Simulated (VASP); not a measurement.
# KBr (Fm-3m) in VASP: notebook

The runs below take KBr through single point, with PBE, r2SCAN.

Program: VASP 6.6.1. These are calculated values, not measurements. Logs are shortened: lines on timing, memory, paths and dates and some standing lists are left out, and cuts for length are marked.

## 1. The cell of the first run

It takes space group Fm-3m (No. 225, cubic). Conventional cell: a = 6.605 Å, b = 6.605 Å, c = 6.605 Å, α = 90.00°, β = 90.00°, γ = 90.00°. Within 4.3 Å of K (site symmetry m-3m) lie 6 Br at 3.30 Å. Br (site symmetry m-3m) has 6 K at 3.30 Å within 4.3 Å.

## 2. Single point, PBE

INCAR

```
  PREC = Accurate
  ENCUT = 520
  EDIFF = 1E-6
  ISMEAR = 0
  SIGMA = 0.01
  LREAL = False
  LASPH = True
  NELM = 60
  ALGO = Normal
  ISIF = 2
  LWAVE = False
  LCHARG = False
  GGA = PE
  NBANDS = 15
```

KPOINTS

```
Automatic mesh
0
Gamma
  4 4 4
```

POSCAR

```
KBr
1.0
    0.0000000000      3.3024387157      3.3024387157
    3.3024387157      0.0000000000      3.3024387157
    3.3024387157      3.3024387157      0.0000000000
K Br
1 1
Direct
    0.0000000000      0.0000000000      0.0000000000
    0.5000000000      0.5000000000      0.5000000000
```

Potentials or basis: VASP PAW PBE potentials, release 64 (K_sv, Br).

Launch:

```sh
$ cat potpaw_PBE.64/K_sv/POTCAR potpaw_PBE.64/Br/POTCAR > POTCAR
$ mpirun -np 1 vasp_std > vasp.out
```

OUTCAR:

```text
PREC = Accurate
   ENCUT = 520
   EDIFF = 1E-6
   ISMEAR = 0
   LREAL = False
   LASPH = True
   NELM = 60
   ISIF = 2
   GGA = PE

 ion  position               nearest neighbor table
   1  0.000  0.000  0.000-
   2  0.500  0.500  0.500-

  LATTYP: Found a face centered cubic cell.
 ALAT       =     6.6048774314

  Lattice vectors:

 A1 = (   0.0000000000,   3.3024387157,   3.3024387157)
 A2 = (   3.3024387157,   0.0000000000,   3.3024387157)
 A3 = (   3.3024387157,   3.3024387157,   0.0000000000)

Analysis of symmetry for initial positions (statically):
=====================================================================
 Subroutine PRICEL returns:
 Original cell was already a primitive cell.

 Routine SETGRP: Setting up the symmetry group for a
 face centered cubic supercell.

 Subroutine GETGRP returns: Found 48 space group operations
 (whereof 48 operations were pure point group operations)
 out of a pool of 48 trial point group operations.

The static configuration has the point symmetry O_h .

Analysis of symmetry for dynamics (positions and initial velocities):
=====================================================================
 Subroutine PRICEL returns:
 Original cell was already a primitive cell.

 Routine SETGRP: Setting up the symmetry group for a
 face centered cubic supercell.

 Subroutine GETGRP returns: Found 48 space group operations
 (whereof 48 operations were pure point group operations)
 out of a pool of 48 trial point group operations.

The dynamic configuration has the point symmetry O_h .

 Subroutine INISYM returns: Found 48 space group operations
 (whereof 48 operations are pure point group operations),
 and found     1 'primitive' translations

----------------------------------------------------------------------------------------

                                     Primitive cell

  volume of cell :      72.0335

  direct lattice vectors                    reciprocal lattice vectors
     0.000000000  3.302438716  3.302438716    -0.151403264  0.151403264  0.151403264
     3.302438716  0.000000000  3.302438716     0.151403264 -0.151403264  0.151403264
     3.302438716  3.302438716  0.000000000     0.151403264  0.151403264 -0.151403264

  length of vectors
     4.670353621  4.670353621  4.670353621     0.262238145  0.262238145  0.262238145
[... 70 lines left out ...]
   ISIF   =      2    stress and relaxation
   ISYM   =      2    0-nonsym 1-usesym 2-fastsym
   POTIM  = 0.5000    time-step for ionic-motion
   TEBEG  =    0.0;   TEEND  =   0.0 temperature during run
   PSTRESS=    0.0 pullay stress
   NELECT =      16.0000    total number of electrons
   NUPDOWN=      -1.0000    fix difference up-down
   EMIN   =  10.00;   EMAX   =-10.00  energy-range for DOS
   EFERMI =   0.00;   METHOD = LEGACY
   ISMEAR =     0;   SIGMA  =   0.01  broadening in eV -4-tet -1-fermi 0-gaus
   EFERMI_NEDOS =   21; number of points for ismear=-14 and -15
   IALGO  =     38    algorithm
   IMIX   =      4    mixing-type and parameters
     AMIX     =   0.40;   BMIX     =  1.00
     AMIX_MAG =   1.60;   BMIX_MAG =  1.00
  volume/ion in A,a.u.               =      36.02       243.05
  Fermi-wavevector in a.u.,A,eV,Ry     =   0.991448  1.873566 13.374114  0.982970
  Thomas-Fermi vector in A             =   2.123190
   LORBIT       =      0    0 simple, 1 ext, 2 COOP (PROOUT), +10 PAW based schemes
   GGA     = PE    functional components
   LHFCALC =     F    Hartree Fock is set to
   AEXX    =    0.0000 exact exchange contribution
   IVDW    =     0    specifies the selected vdW correction
   LEPSILON=     F    determine dielectric tensor
   LRPA    =     F    only Hartree local field effects (RPA)
 non-spin polarized calculation
 Gauss-broadening in eV      SIGMA  =   0.01
  energy-cutoff  :      520.00
  volume of cell :       72.03
 maximum number of plane-waves:      1964
 NGX is ok and might be reduce to    36
   NGX = 17   NGY = 17   NGZ = 17

 number of electron      15.9999997 magnetization

 Free energy of the ion-electron system (eV)
  ---------------------------------------------------
  ext. energy  EPLUGINS =         0.00000000
  ---------------------------------------------------
  free energy    TOTEN  =        -6.21541318 eV

  energy without entropy =       -6.21541318  energy(sigma->0) =       -6.21541318

 E-fermi :  -1.6944     XC(G=0):  -7.3615

 val. band max:       -1.7487249898   @ k =   0.0000   0.0000   0.0000
 cond. band min:       2.6789626896   @ k =   0.0000   0.0000   0.0000
 fundamental gap:      4.4276876795
 Fermi energy:        -1.6943911039

 k-point     1 :       0.0000    0.0000    0.0000
  band No.  band energies     occupation
      1     -29.5354      2.00000
      2     -14.0381      2.00000
      3     -13.0126      2.00000
      4     -13.0126      2.00000
      5     -13.0126      2.00000
      6      -1.7487      2.00000
      7      -1.7487      2.00000
      8      -1.7487      2.00000
      9       2.6790      0.00000
     10       5.8544      0.00000
     11       5.8544      0.00000
     12       5.8544      0.00000
     13       6.6762      0.00000
     14       6.6762      0.00000
[... 113 lines left out ...]
      2     -14.0373      2.00000
      3     -13.0750      2.00000
      4     -13.0750      2.00000
      5     -12.9165      2.00000
      6      -2.3342      2.00000
      7      -2.3342      2.00000
      8      -2.2831      2.00000
      9       5.6355      0.00000
     10       5.6355      0.00000
     11       6.5004      0.00000
     12       7.2448      0.00000
     13       8.9378      0.00000
     14       9.0420      0.00000
     15       9.2634      0.00000

------------------------ aborting loop because EDIFF is reached ----------------------------------------

  FORCE on cell =-STRESS in cart. coord.  units (eV):
  Direction    XX          YY          ZZ          XY          YZ          ZX
  --------------------------------------------------------------------------------------
  -------------------------------------------------------------------------------------
  Total        0.3246896      0.3246896      0.3246896     -0.0000000     -0.0000000      0.0000000
  in kB        7.2217879      7.2217879      7.2217879     -0.0000000     -0.0000000      0.0000000
  external PRESSURE =       7.2217879 kB  Pullay stress =       0.0000000 kB

 VOLUME and BASIS-vectors are now :
 -----------------------------------------------------------------------------
  energy-cutoff  :      520.00
  volume of cell :       72.03
      direct lattice vectors                 reciprocal lattice vectors
     0.000000000  3.302438716  3.302438716    -0.151403264  0.151403264  0.151403264
     3.302438716  0.000000000  3.302438716     0.151403264 -0.151403264  0.151403264
     3.302438716  3.302438716  0.000000000     0.151403264  0.151403264 -0.151403264

 POSITION                                       TOTAL-FORCE (eV/Angst)
 -----------------------------------------------------------------------------------
      0.00000      0.00000      0.00000         0.000000      0.000000     -0.000000
      3.30244      3.30244      3.30244        -0.000000     -0.000000      0.000000
 -----------------------------------------------------------------------------------
    total drift:                                0.000000      0.000000      0.000000

  FREE ENERGIE OF THE ION-ELECTRON SYSTEM (eV)
  ---------------------------------------------------
  free  energy   TOTEN  =        -6.2154131774 eV

  energy  without entropy=       -6.2154131774  energy(sigma->0) =       -6.21541318
```

OSZICAR:

```text
N       E                     dE             d eps       ncg     rms          rms(c)
DAV:   1     0.106476383979E+03    0.10648E+03   -0.69306E+03   240   0.945E+02
DAV:   2     0.110103486782E+01   -0.10538E+03   -0.97169E+02   317   0.238E+02
DAV:   3    -0.605581270023E+01   -0.71568E+01   -0.71098E+01   318   0.541E+01
DAV:   4    -0.638608003251E+01   -0.33027E+00   -0.33014E+00   382   0.974E+00
DAV:   5    -0.638877933805E+01   -0.26993E-02   -0.26993E-02   311   0.101E+00    0.310E+00
DAV:   6    -0.621657852292E+01    0.17220E+00   -0.21971E-01   289   0.224E+00    0.226E+00
DAV:   7    -0.620536227328E+01    0.11216E-01   -0.10700E-01   324   0.175E+00    0.103E+00
DAV:   8    -0.621434971433E+01   -0.89874E-02   -0.11488E-02   263   0.791E-01    0.120E-01
DAV:   9    -0.621508949070E+01   -0.73978E-03   -0.73753E-04   303   0.163E-01    0.762E-02
DAV:  10    -0.621539522327E+01   -0.30573E-03   -0.31289E-04   247   0.101E-01    0.125E-02
DAV:  11    -0.621541139320E+01   -0.16170E-04   -0.26505E-05   305   0.285E-02    0.574E-03
DAV:  12    -0.621541306826E+01   -0.16751E-05   -0.42258E-06   239   0.132E-02    0.164E-03
DAV:  13    -0.621541317742E+01   -0.10916E-06   -0.11590E-07   267   0.202E-03
   1 F= -.62154132E+01 E0= -.62154132E+01  d E =-.399196E-16
```

stdout:

```text
POSCAR found type information on POSCAR K Br
 POSCAR found :  2 types and       2 ions
 scaLAPACK will be used
 LDA part: xc-table for (Slater+PW92), standard interpolation
 POSCAR, INCAR and KPOINTS ok, starting setup
 FFT: planning ... GRIDC
 FFT: planning ... GRID_SOFT
 FFT: planning ... GRID
 WAVECAR not read
 entering main loop
```

Wall time 14 s (1 thread of Intel Xeon Platinum 8375C at 2.90GHz (Ice Lake), shared host); peak memory 0.2 GiB.

What came out:

```
Free energy            : -6.2154 eV
Pressure               : 0.7 GPa
Band gap on the k mesh : 4.43 eV
```

PBE gaps usually lie below the measured ones, often by a third to a half.

## 3. Single point, PBE

INCAR

```
SYSTEM = KBr
ALGO = Normal
EDIFF = 1E-7
ENCUT = 520
GGA = PE
ISIF = 2
ISMEAR = 0
LASPH = .True.
LCHARG = .False.
LREAL = .False.
LWAVE = .False.
NBANDS = 15
NELM = 80
PREC = Accurate
SIGMA = 0.01
```

KPOINTS

```
k-points
0
Gamma
  4 4 4
  0 0 0
```

POSCAR is that of step 2.

Potentials or basis: VASP PAW PBE potentials, release 64 (K_sv, Br).

Launch:

```sh
$ cat potpaw_PBE.64/K_sv/POTCAR potpaw_PBE.64/Br/POTCAR > POTCAR
$ mpirun -np 1 vasp_std > vasp.out
```

Wall time 16 s (1 thread of Intel Xeon Platinum 8375C at 2.90GHz (Ice Lake), shared host); peak memory 0.2 GiB.

It converged, with:

* Free energy: -6.2154 eV
* Pressure: 0.7 GPa
* Band gap on the k mesh: 4.43 eV

Levels at points of the mesh, in eV from the valence-band top:
```csv
k point,band 6,band 7,band 8,band 9,band 10,band 11
"(0.00, 0.00, 0.00)",0.00,0.00,0.00,4.43,7.60,7.60
"(0.50, 0.00, 0.00)",-1.17,-0.33,-0.33,6.59,8.23,9.76
"(0.50, 0.50, 0.00)",-0.81,-0.28,-0.28,5.87,7.19,9.36
```

A hybrid or GW would open this gap; PBE tends to underestimate it.

## 4. Single point, r2SCAN

POSCAR is that of step 3.

INCAR.step1

```
PREC     = Accurate       # precision mode
ENCUT    = 520            # plane-wave cutoff, eV
ISMEAR   = 0              # smearing method
SIGMA    = 0.01           # smearing width, eV
LREAL    = False          # projectors in reciprocal space
LASPH    = True           # aspherical terms in the spheres
NELM     = 80             # most SCF steps
NBANDS   = 15             # bands
GGA      = PE             # functional
ALGO     = Normal         # electronic algorithm
EDIFF    = 1E-4           # SCF threshold, eV
LWAVE    = True           # write WAVECAR
LCHARG   = False          # write CHGCAR
```

INCAR.step2

```
PREC     = Accurate       # precision mode
ENCUT    = 520            # plane-wave cutoff, eV
EDIFF    = 1E-6           # SCF threshold, eV
ISMEAR   = 0              # smearing method
SIGMA    = 0.01           # smearing width, eV
LREAL    = False          # projectors in reciprocal space
LASPH    = True           # aspherical terms in the spheres
NELM     = 80             # most SCF steps
ALGO     = Normal         # electronic algorithm
ISIF     = 2              # what is computed and relaxed
LWAVE    = False          # write WAVECAR
LCHARG   = False          # write CHGCAR
METAGGA  = R2SCAN         # meta-GGA
LMIXTAU  = True         
NBANDS   = 15             # bands
ISTART   = 1
```

KPOINTS

```
Automatic mesh
0
Gamma
  4 4 4
```

Launch:

```sh
$ cat potpaw_PBE.64/K_sv/POTCAR potpaw_PBE.64/Br/POTCAR > POTCAR
$ cp INCAR.step1 INCAR
$ mpirun -np 1 vasp_std > vasp.out
$ cp INCAR.step2 INCAR
$ mpirun -np 1 vasp_std > vasp.out
```

Wall time 56 s (1 thread of Intel Xeon Platinum 8375C at 2.90GHz (Ice Lake), shared host); peak memory 0.21 GiB.

It converged, with:

```
Free energy            : -23.2484 eV
Pressure               : 0.0 GPa
Band gap on the k mesh : 5.07 eV
```

Levels at points of the mesh, in eV from the valence-band top:
```tsv
k point	band 6	band 7	band 8	band 9	band 10	band 11
(0.00, 0.00, 0.00)	0.00	0.00	0.00	5.07	8.24	8.24
(0.50, 0.00, 0.00)	-1.16	-0.33	-0.33	7.13	8.86	10.53
(0.50, 0.50, 0.00)	-0.82	-0.29	-0.29	6.36	8.02	10.12
```

Caveat: the PAW data sets were made with another functional, which shifts forces and pressure a little.

(Part 1 of 2 ends here.)
